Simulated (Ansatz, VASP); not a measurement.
# Two plane-wave programs on Pd

Contents of INCAR:

```
PREC = Accurate
ENCUT = 520
EDIFF = 1E-6
ISMEAR = -1
SIGMA = 0.1
LREAL = False
LASPH = True
NELM = 60
ALGO = Normal
ISIF = 2
LWAVE = False
LCHARG = True
GGA = RP
LELF = True
LVHAR = True
NBANDS = 11
```

File KPOINTS:

```
regular mesh
0
Gamma
  13 13 13
```

Contents of POSCAR:

```
Pd
1.0
    2.6443812518      0.0000000000      0.0000000000
    0.0000000000      2.6443812518      0.0000000000
    0.0000000000      0.0000000000      2.6443812518
Pd
1
Direct
    0.0000000000      0.0000000000      0.0000000000
```

Input for Ansatz:

```yaml
crystal:
  lattice:
    - [2.6443812518, 0.0, 0.0]
    - [0.0, 2.6443812518, 0.0]
    - [0.0, 0.0, 2.6443812518]
  atoms:
    - { symbol: Pd, position: [0.0, 0.0, 0.0] }
hamiltonian:
  xc: rpbe
  pseudopotentials:
    kind: paw
    azcp:
      Pd: "pseudopotentials/Pd.paw.azcp"
basis:
  ecutwfc: 420
  fft_grid_basis: typed
kpoints:
  mp_grid: { grid: [13, 13, 13], shift: [0, 0, 0] }
magnetization:
  spin_polarized: false
scf:
  occupations: { method: fermi_dirac, width: 0.1 }
  lower_state_search: "off"
output:
  stress: true
```

Alike in both runs: task single point; functional RPBE; k mesh 13 × 13 × 13; occupations fermi-dirac, width 0.1 eV; no spin polarisation.

```csv
,VASP,Ansatz
version,VASP 6.6.1,Ansatz 0.2.0
potentials or method,"VASP PAW PBE potentials, release 64 (Pd), cutoff 520 eV","plane waves (420 eV) with PAW, scalar-relativistic"
valence electrons in the cell,10,18
```

```csv
,VASP,Ansatz,Ansatz less VASP
pressure (GPa),-0.3,-0.1,+0.24
```

VASP's potentials were made for PBE, not for RPBE. With one functional, cell and mesh, what is left measures potentials, basis and numerics. VASP's potentials hold 10 valence electrons a cell and Ansatz's 18, so a difference there can come from the potentials and not from the codes.
